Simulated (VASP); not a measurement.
## CoGe3: single point with PBEsol

Crystal: CoGe3.

```
CELL_PARAMETERS angstrom
3.92579 0.00000 0.00000
0.00000 3.92579 0.00000
0.00000 0.00000 3.92579
ATOMIC_POSITIONS crystal
Ge 0.00000 0.50000 0.50000
Ge 0.50000 0.00000 0.50000
Ge 0.50000 0.50000 0.00000
Co 0.00000 0.00000 0.00000
```

```yaml
Program: VASP 6.6.1
Task: single point
Functional: PBEsol
Potentials_or_basis: VASP PAW PBE potentials, release 64 (Ge_d, Co)
Cutoff: 520 eV
k_mesh: 10 × 10 × 10
Occupations: gaussian, width 0.1 eV
Spin: collinear spin, zero start
Starting_moments: "[0.0, 0.0, 0.0, 0.0] μB"
Fixed_moment: 0 μB
Dipole_correction: no
Further_INCAR_settings: ALGO = Normal; EDIFF = 1e-06; NBANDS = 38
```

* Pressure: 0.2 GPa
* Net moment: 0.00 μB per cell
* Valence electrons inside the program's atomic spheres: Ge 12.31; Co 8.09

Run time: 5.3 min on 1 thread of AMD EPYC 7R13 (shared host), peak memory 0.28 GiB.

Caveat: the PAW data sets were made with another functional, which shifts forces and pressure a little; the total moment is fixed, so each spin has its own Fermi level.
